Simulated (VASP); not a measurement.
# Zn in VASP: notebook, part 2 of 2

VASP 6.6.1. Earlier steps stand in the parts before.

**3. Single point, PBEsol**

This run uses another cell than the first one, of 14.83 Å³/atom, 0.960 times its volume.

The input, INCAR:

```
  PREC = Accurate
  ENCUT = 520
  EDIFF = 1E-6
  ISMEAR = -1
  SIGMA = 0.05
  LREAL = False
  LASPH = True
  NELM = 60
  ALGO = Normal
  ISIF = 2
  LWAVE = False
  LCHARG = True
  GGA = PS
  LELF = True
  LVHAR = True
  NBANDS = 12
```

The input, KPOINTS:

```
Automatic mesh
0
Gamma
  10 10 10
```

The input, POSCAR:

```
Zn
1.0
   -1.5690370000      1.5690370000      1.5062755200
    1.5690370000     -1.5690370000      1.5062755200
    1.5690370000      1.5690370000     -1.5062755200
Zn
1
Direct
    0.0000000000      0.0000000000      0.0000000000
```

Potentials or basis: VASP PAW PBE potentials, release 64 (Zn).

Started as:

```sh
$ cat potpaw_PBE.64/Zn/POTCAR > POTCAR
$ mpirun -np 1 vasp_std > vasp.out
```

OUTCAR:

```text
PREC = Accurate
   ENCUT = 520
   EDIFF = 1E-6
   ISMEAR = -1
   LREAL = False
   LASPH = True
   NELM = 60
   ISIF = 2
   GGA = PS

 ion  position               nearest neighbor table
   1  0.000  0.000  0.000-

  LATTYP: Found a body centered tetragonal cell.
 ALAT       =     3.1380740000
 C/A-ratio  =     0.9600000000

  Lattice vectors:

 A1 = (  -1.5690370000,   1.5690370000,   1.5062755200)
 A2 = (   1.5690370000,  -1.5690370000,   1.5062755200)
 A3 = (   1.5690370000,   1.5690370000,  -1.5062755200)

Analysis of symmetry for initial positions (statically):
=====================================================================
 Subroutine PRICEL returns:
 Original cell was already a primitive cell.

 Routine SETGRP: Setting up the symmetry group for a
 body centered tetragonal supercell.

 Subroutine GETGRP returns: Found 16 space group operations
 (whereof 16 operations were pure point group operations)
 out of a pool of 16 trial point group operations.

The static configuration has the point symmetry D_4h.

Analysis of symmetry for dynamics (positions and initial velocities):
=====================================================================
 Subroutine PRICEL returns:
 Original cell was already a primitive cell.

 Routine SETGRP: Setting up the symmetry group for a
 body centered tetragonal supercell.

 Subroutine GETGRP returns: Found 16 space group operations
 (whereof 16 operations were pure point group operations)
 out of a pool of 16 trial point group operations.

The dynamic configuration has the point symmetry D_4h.

 Subroutine INISYM returns: Found 16 space group operations
 (whereof 16 operations are pure point group operations),
 and found     1 'primitive' translations

----------------------------------------------------------------------------------------

[... 109 lines left out ...]
     AMIX     =   0.40;   BMIX     =  1.00
     AMIX_MAG =   1.60;   BMIX_MAG =  1.00
  volume/ion in A,a.u.               =      14.83       100.10
  Fermi-wavevector in a.u.,A,eV,Ry     =   1.525428  2.882641 31.659804  2.326930
  Thomas-Fermi vector in A             =   2.633599
   LORBIT       =      0    0 simple, 1 ext, 2 COOP (PROOUT), +10 PAW based schemes
   GGA     = PS    functional components
   LHFCALC =     F    Hartree Fock is set to
   AEXX    =    0.0000 exact exchange contribution
   IVDW    =     0    specifies the selected vdW correction
   LEPSILON=     F    determine dielectric tensor
   LRPA    =     F    only Hartree local field effects (RPA)
 non-spin polarized calculation
  energy-cutoff  :      520.00
  volume of cell :       14.83
 maximum number of plane-waves:       412
   NGX =  9   NGY =  9   NGZ =  9

 number of electron      12.0000006 magnetization

 Free energy of the ion-electron system (eV)
  ---------------------------------------------------
  ext. energy  EPLUGINS =         0.00000000
  ---------------------------------------------------
  free energy    TOTEN  =        -1.50211284 eV

  energy without entropy =       -1.49987913  energy(sigma->0) =       -1.50099599

 E-fermi :   3.3229     XC(G=0): -11.8445

 val. band max:        3.2402265804   @ k =   0.5000   0.4000  -0.0000
 cond. band min:       3.3245029711   @ k =  -0.4000  -0.4000   0.1000
 fundamental gap:      0.0842763907
 Fermi energy:         3.3228795262

 k-point     1 :       0.0000    0.0000    0.0000
  band No.  band energies     occupation
      1      -7.4728      2.00000
      2      -4.6742      2.00000
      3      -4.5923      2.00000
      4      -4.5923      2.00000
      5      -4.1245      2.00000
      6      -4.0497      2.00000
      7      22.3907      0.00000
      8      22.3908      0.00000
      9      23.2619      0.00000
     10      24.3057      0.00000
     11      24.3057      0.00000
     12      24.8446      0.00000
[... 331 lines left out ...]
 k-point    24 :       0.4000    0.3000   -0.0000
  band No.  band energies     occupation
      1      -4.9998      2.00000
      2      -4.7100      2.00000
      3      -4.5196      2.00000
      4      -4.0772      2.00000
      5      -4.0162      2.00000
      6       1.9153      2.00000
      7       5.0688      0.00000
      8       5.6258      0.00000
      9      14.5975      0.00000
     10      23.8261      0.00000
     11      25.8003      0.00000
     12      27.1702      0.00000

 [... further k-points ...]
[... 5 lines left out ...]
  --------------------------------------------------------------------------------------
  -------------------------------------------------------------------------------------
  Total       -0.1257382     -0.1257382     -0.3158649      0.0000000     -0.0000000      0.0000000
  in kB      -13.5814778    -13.5814778    -34.1178146      0.0000000     -0.0000000      0.0000000
  external PRESSURE =     -20.4269234 kB  Pullay stress =       0.0000000 kB

 VOLUME and BASIS-vectors are now :
 -----------------------------------------------------------------------------
  energy-cutoff  :      520.00
  volume of cell :       14.83
      direct lattice vectors                 reciprocal lattice vectors
    -1.569037000  1.569037000  1.506275520     0.000000000  0.318666800  0.331944583
     1.569037000 -1.569037000  1.506275520     0.318666800  0.000000000  0.331944583
     1.569037000  1.569037000 -1.506275520     0.318666800  0.318666800  0.000000000

 POSITION                                       TOTAL-FORCE (eV/Angst)
 -----------------------------------------------------------------------------------
      0.00000      0.00000      0.00000         0.000000      0.000000      0.000000
 -----------------------------------------------------------------------------------
    total drift:                               -0.000000     -0.000000      0.000000

  FREE ENERGIE OF THE ION-ELECTRON SYSTEM (eV)
  ---------------------------------------------------
  free  energy   TOTEN  =        -1.5021128414 eV

  energy  without entropy=       -1.4998791331  energy(sigma->0) =       -1.50099599
```

stdout:

```text
POSCAR found type information on POSCAR Zn
 POSCAR found :  1 types and       1 ions
 scaLAPACK will be used
 -----------------------------------------------------------------------------
|                                                                             |
|                                                                             |
|     You enforced a specific xc type in the INCAR file but a different       |
|     I HOPE YOU KNOW WHAT YOU ARE DOING!                                     |
|                                                                             |
 -----------------------------------------------------------------------------

 LDA part: xc-table for (Slater+PW92), standard interpolation
 POSCAR, INCAR and KPOINTS ok, starting setup
 FFT: planning ... GRIDC
 FFT: planning ... GRID_SOFT
 FFT: planning ... GRID
 WAVECAR not read
 entering main loop
```

Run time: 19 s. Hardware: 1 thread of AMD EPYC 7R13, shared host; peak memory 0.1 GiB.

What came out:

```yaml
Free_energy: -1.5021 eV
Pressure: -2.0 GPa
Band_gap_on_the_k_mesh: zero (band 6 reaches 7.02 eV, above the bottom of band 7 at 2.01 eV)
```

Levels at points of the mesh, in eV from the Fermi level:
| k point | band 2 | band 3 | band 4 | band 5 | band 6 | band 7 | band 8 | band 9 | band 10 | band 11 |
| --- | --- | --- | --- | --- | --- | --- | --- | --- | --- | --- |
| (0.00, 0.00, 0.00) | -8.00 | -7.92 | -7.92 | -7.45 | -7.37 | 19.07 | 19.07 | 19.94 | 20.98 | 20.98 |
| (0.50, 0.00, 0.00) | -8.30 | -7.43 | -7.33 | -7.05 | -2.86 | -0.89 | 11.18 | 12.48 | 15.19 | 16.79 |
| (0.50, 0.50, 0.00) | -8.21 | -7.49 | -7.40 | -7.06 | -3.09 | -1.31 | 12.12 | 13.55 | 16.12 | 17.71 |
| (0.50, 0.50, 0.50) | -8.55 | -7.14 | -7.14 | -7.12 | 3.70 | 3.70 | 5.00 | 7.45 | 8.26 | 9.32 |

Caveat: the PAW data sets were made with another functional, which shifts forces and pressure a little.

**4. Single point, PBEsol**

This run uses another cell than the first one, of 15.14 Å³/atom, 0.980 times its volume.

The input, INCAR:

```
PREC     = Accurate       # precision mode
ENCUT    = 520            # plane-wave cutoff, eV
EDIFF    = 1E-7           # SCF threshold, eV
ISMEAR   = -1             # smearing method
SIGMA    = 0.05           # smearing width, eV
LREAL    = False          # projectors in reciprocal space
LASPH    = True           # aspherical terms in the spheres
NELM     = 80             # most SCF steps
ALGO     = Normal         # electronic algorithm
ISIF     = 2              # what is computed and relaxed
LWAVE    = False          # write WAVECAR
LCHARG   = False          # write CHGCAR
GGA      = PS             # functional
NBANDS   = 12             # bands
```

KPOINTS is that of step 3.

The input, POSCAR:

```
Zn
1.0
   -1.5690370000      1.5690370000      1.5376562600
    1.5690370000     -1.5690370000      1.5376562600
    1.5690370000      1.5690370000     -1.5376562600
Zn
1
Direct
    0.0000000000      0.0000000000      0.0000000000
```

Potentials or basis: VASP PAW PBE potentials, release 64 (Zn).

Started as:

```sh
$ cat potpaw_PBE.64/Zn/POTCAR > POTCAR
$ mpirun -np 1 vasp_std > vasp.out
```

OUTCAR:

```text
PREC = Accurate
   ENCUT = 520
   EDIFF = 1E-7
   ISMEAR = -1
   LREAL = False
   LASPH = True
   NELM = 80
   ISIF = 2
   GGA = PS

 ion  position               nearest neighbor table
   1  0.000  0.000  0.000-

  LATTYP: Found a body centered tetragonal cell.
 ALAT       =     3.1380740000
 C/A-ratio  =     0.9800000000

  Lattice vectors:

 A1 = (  -1.5690370000,   1.5690370000,   1.5376562600)
 A2 = (   1.5690370000,  -1.5690370000,   1.5376562600)
[... 529 lines left out ...]
      3      -4.6047      2.00000
      4      -4.1901      2.00000
      5      -4.1210      2.00000
      6       1.8356      2.00000
      7       4.9895      0.00000
      8       5.2576      0.00000
      9      14.2547      0.00000
     10      23.6895      0.00000
     11      24.9063      0.00000
     12      26.9074      0.00000

 [... further k-points ...]
[... 5 lines left out ...]
  --------------------------------------------------------------------------------------
  -------------------------------------------------------------------------------------
  Total       -0.2803672     -0.2803672     -0.4548679      0.0000000     -0.0000000      0.0000000
  in kB      -29.6655289    -29.6655289    -48.1293773      0.0000000     -0.0000000      0.0000000
  external PRESSURE =     -35.8201450 kB  Pullay stress =       0.0000000 kB

 VOLUME and BASIS-vectors are now :
 -----------------------------------------------------------------------------
  energy-cutoff  :      520.00
  volume of cell :       15.14
      direct lattice vectors                 reciprocal lattice vectors
    -1.569037000  1.569037000  1.537656260     0.000000000  0.318666800  0.325170204
     1.569037000 -1.569037000  1.537656260     0.318666800  0.000000000  0.325170204
     1.569037000  1.569037000 -1.537656260     0.318666800  0.318666800  0.000000000

 POSITION                                       TOTAL-FORCE (eV/Angst)
 -----------------------------------------------------------------------------------
      0.00000      0.00000      0.00000        -0.000000      0.000000      0.000000
 -----------------------------------------------------------------------------------
    total drift:                                0.000000     -0.000000      0.000000

  FREE ENERGIE OF THE ION-ELECTRON SYSTEM (eV)
  ---------------------------------------------------
  free  energy   TOTEN  =        -1.4944378126 eV

  energy  without entropy=       -1.4921825095  energy(sigma->0) =       -1.49331016
```

It took 18 s on 1 thread of AMD EPYC 7R13, shared host; peak memory 0.1 GiB.

What came out:

```yaml
Free_energy: -1.4944 eV
Pressure: -3.6 GPa
Band_gap_on_the_k_mesh: zero (band 6 reaches 7.05 eV, above the bottom of band 7 at 1.96 eV)
```

Stress tensor (GPa, compression positive):
```
-2.97  0.00  0.00
 0.00 -2.97  0.00
 0.00  0.00 -4.81
```

Caveat: the PAW data sets were made with another functional, which shifts forces and pressure a little.

**5. Single point, PBEsol**

This run uses another cell than the first one, of 15.30 Å³/atom, 0.990 times its volume.

The input, INCAR:

```
SYSTEM = Zn
ALGO     = Fast           ! electronic algorithm
EDIFF    = 1E-6           ! SCF threshold, eV
ENCUT    = 520            ! plane-wave cutoff, eV
GGA      = PS             ! functional
ISIF     = 2              ! what is computed and relaxed
ISMEAR   = -1             ! smearing method
LASPH    = .TRUE.         ! aspherical terms in the spheres
LCHARG   = .FALSE.        ! write CHGCAR
LREAL    = .FALSE.        ! projectors in reciprocal space
LWAVE    = .FALSE.        ! write WAVECAR
NBANDS   = 12             ! bands
NELM     = 80             ! most SCF steps
PREC     = Accurate       ! precision mode
SIGMA    = 0.05           ! smearing width, eV
```

The input, KPOINTS:

```
k-points
0
G
  10 10 10
  0 0 0
```

The input, POSCAR:

```
Zn
1.0
   -1.5690370000      1.5690370000      1.5533466300
    1.5690370000     -1.5690370000      1.5533466300
    1.5690370000      1.5690370000     -1.5533466300
Zn
1
Direct
    0.0000000000      0.0000000000      0.0000000000
```

Started as:

```sh
$ cat potpaw_PBE.64/Zn/POTCAR > POTCAR
$ mpirun -np 1 vasp_std > vasp.out
```

It took 19 s on 1 thread of AMD EPYC 7R13, shared host; peak memory 0.1 GiB.

Results (log left out):

```
Free energy            : -1.4895 eV
Pressure               : -4.2 GPa
Band gap on the k mesh : zero (band 6 reaches 7.06 eV, above the bottom of band 7 at 1.94 eV)
```

Stress tensor (GPa, compression positive):
```
-3.68  0.00  0.00
 0.00 -3.68  0.00
 0.00  0.00 -5.29
```

Levels at points of the mesh, in eV from the Fermi level:
| k point | band 3 | band 4 | band 5 | band 6 | band 7 | band 8 | band 9 | band 10 |
| --- | --- | --- | --- | --- | --- | --- | --- | --- |
| (0.00, 0.00, 0.00) | -7.94 | -7.94 | -7.44 | -7.42 | 18.84 | 18.84 | 19.00 | 20.57 |
| (0.50, 0.00, 0.00) | -7.45 | -7.39 | -7.09 | -2.88 | -1.14 | 11.06 | 12.44 | 15.07 |
| (0.50, 0.50, 0.00) | -7.47 | -7.40 | -7.09 | -2.93 | -1.24 | 11.28 | 12.69 | 15.29 |
| (0.50, 0.50, 0.50) | -7.18 | -7.18 | -7.17 | 3.88 | 3.88 | 4.19 | 7.32 | 8.31 |

Caveat: the PAW data sets were made with another functional, which shifts forces and pressure a little.

**6. Single point, PBEsol**

This run uses another cell than the first one, of 15.61 Å³/atom, 1.010 times its volume.

The input, INCAR:

```
SYSTEM = Zn
PREC = Accurate
ENCUT = 520
EDIFF = 1E-7
ISMEAR = -1
SIGMA = 0.05
LREAL = .FALSE.
LASPH = .TRUE.
NELM = 60
ALGO = Normal
ISIF = 2
LWAVE = .FALSE.
LCHARG = .TRUE.
GGA = PS
LELF = .TRUE.
LVHAR = .TRUE.
NBANDS = 12
```

The input, KPOINTS:

```
Automatic mesh
0
G
  10 10 10
  0 0 0
```

The input, POSCAR:

```
Zn
1.0
   -1.5690370000      1.5690370000      1.5847273700
    1.5690370000     -1.5690370000      1.5847273700
    1.5690370000      1.5690370000     -1.5847273700
Zn
1
Direct
    0.0000000000      0.0000000000      0.0000000000
```

Potentials or basis: VASP PAW PBE potentials, release 64 (Zn).

Started as:

```sh
$ cat potpaw_PBE.64/Zn/POTCAR > POTCAR
$ mpirun -np 1 vasp_std > vasp.out
```

It took 21 s on 1 thread of AMD EPYC 7R13, shared host; peak memory 0.1 GiB.

The run converged. Its results:

```yaml
Free_energy: -1.4800 eV
Pressure: -5.4 GPa
Band_gap_on_the_k_mesh: zero (band 6 reaches 6.79 eV, above the bottom of band 7 at 1.79 eV)
```

Stress tensor (GPa, compression positive):
```
-5.85  0.00  0.00
 0.00 -5.85  0.00
 0.00  0.00 -4.60
```

Levels at points of the mesh, in eV from the Fermi level:
```csv
k point,band 3,band 4,band 5,band 6,band 7,band 8,band 9,band 10
"(0.00, 0.00, 0.00)",-7.87,-7.86,-7.38,-7.37,18.50,18.63,18.63,20.34
"(0.50, 0.00, 0.00)",-7.41,-7.34,-7.05,-2.81,-1.23,11.06,12.49,15.06
"(0.50, 0.50, 0.00)",-7.39,-7.34,-7.05,-2.76,-1.13,10.84,12.24,14.85
"(0.50, 0.50, 0.50)",-7.13,-7.12,-7.12,3.77,4.07,4.07,7.11,8.28
```

Caveat: the PAW data sets were made with another functional, which shifts forces and pressure a little.

**7. Overview**

```csv
cell,gap on the mesh (eV),pressure (GPa)
"a = 2.718 Å, angles 109.5°, 1 atom",none,-4.8
"a = 2.682 Å, angles 108.4, 108.4, 111.7°, 1 atom",none,-2.0
"a = 2.700 Å, angles 108.9, 108.9, 110.6°, 1 atom",none,-3.6
"a = 2.709 Å, angles 109.2, 109.2, 110.0°, 1 atom",none,-4.2
"a = 2.727 Å, angles 109.7, 109.7, 108.9°, 1 atom",none,-5.4
```

Alike in all rows: task single point; level PBEsol; potentials or basis VASP PAW PBE potentials, release 64 (Zn); no spin polarisation; k mesh 10 × 10 × 10; cutoff (eV) 520; smearing fermi-dirac 0.05 eV.

Caveats: the PAW data sets were made with another functional, which shifts forces and pressure a little.

Total energies depend on the potentials used, so only differences within one code and one set of settings carry meaning.
